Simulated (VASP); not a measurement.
Set up this calculation in VASP 6.6.1, as the native input.

```yaml
Task: single point
Functional: r2SCAN
Potentials_or_basis: VASP PAW PBE potentials, release 64 (Li_sv, S)
Cutoff: 830 eV
k_mesh: 8 × 8 × 8
Occupations: fermi-dirac, width 0.02 eV
Spin: no spin polarisation
Dipole_correction: no
Further_INCAR_settings: ALGO = Normal; EDIFF = 1e-06; NBANDS = 13
```

Crystal: Li2S.

```
CELL_PARAMETERS angstrom
0.00000 2.84450 2.84450
2.84450 0.00000 2.84450
2.84450 2.84450 0.00000
ATOMIC_POSITIONS crystal
Li 0.25000 0.25000 0.25000
Li 0.75000 0.75000 0.75000
S 0.00000 0.00000 0.00000
```

The input as run:

POSCAR

```
Li2S
1.0
    0.0000000000      2.8445000000      2.8445000000
    2.8445000000      0.0000000000      2.8445000000
    2.8445000000      2.8445000000      0.0000000000
Li S
2 1
Direct
    0.2500000000      0.2500000000      0.2500000000
    0.7500000000      0.7500000000      0.7500000000
    0.0000000000      0.0000000000      0.0000000000
```

INCAR.step1

```
SYSTEM = Li2S
PREC     = Accurate       ! precision mode
ENCUT    = 830            ! plane-wave cutoff, eV
ISMEAR   = -1             ! smearing method
SIGMA    = 0.02           ! smearing width, eV
LREAL    = .FALSE.        ! projectors in reciprocal space
LASPH    = .TRUE.         ! aspherical terms in the spheres
NELM     = 120            ! most SCF steps
NBANDS   = 13             ! bands
GGA      = PE             ! functional
ALGO     = Normal         ! electronic algorithm
EDIFF    = 1E-5           ! SCF threshold, eV
LWAVE    = .TRUE.         ! write WAVECAR
LCHARG   = .FALSE.        ! write CHGCAR
GGA_COMPAT= .FALSE.
```

INCAR.step2

```
SYSTEM = Li2S
PREC     = Accurate       ! precision mode
ENCUT    = 830            ! plane-wave cutoff, eV
EDIFF    = 1E-6           ! SCF threshold, eV
ISMEAR   = -1             ! smearing method
SIGMA    = 0.02           ! smearing width, eV
LREAL    = .FALSE.        ! projectors in reciprocal space
LASPH    = .TRUE.         ! aspherical terms in the spheres
NELM     = 120            ! most SCF steps
ALGO     = Normal         ! electronic algorithm
ISIF     = 2              ! what is computed and relaxed
LWAVE    = .FALSE.        ! write WAVECAR
LCHARG   = .FALSE.        ! write CHGCAR
METAGGA  = R2SCAN         ! meta-GGA
LMIXTAU  = .TRUE.       
NBANDS   = 13             ! bands
ISTART   = 1            
GGA_COMPAT= .FALSE.
```

KPOINTS

```
regular mesh
0
G
  8 8 8
  0 0 0
```

Potentials or basis: VASP PAW PBE potentials, release 64 (Li_sv, S).

Launch:

```console
$ cat potpaw_PBE.64/Li_sv/POTCAR potpaw_PBE.64/S/POTCAR > POTCAR
$ cp INCAR.step1 INCAR
$ mpirun -np 1 vasp_std > vasp.out
$ cp INCAR.step2 INCAR
$ mpirun -np 1 vasp_std > vasp.out
```

Results of the run:

```
Pressure               : -0.2 GPa
Band gap on the k mesh : 3.86 eV, indirect (least direct gap 5.06 eV)
```

Caveat: the PAW data sets were made with another functional, which shifts forces and pressure a little.

Wall time 3 min on 1 thread of Intel(R) Xeon(R) Platinum 8259CL CPU @ 2.50GHz (Skylake/Cascade Lake), on a shared host, peak memory 0.26 GiB.
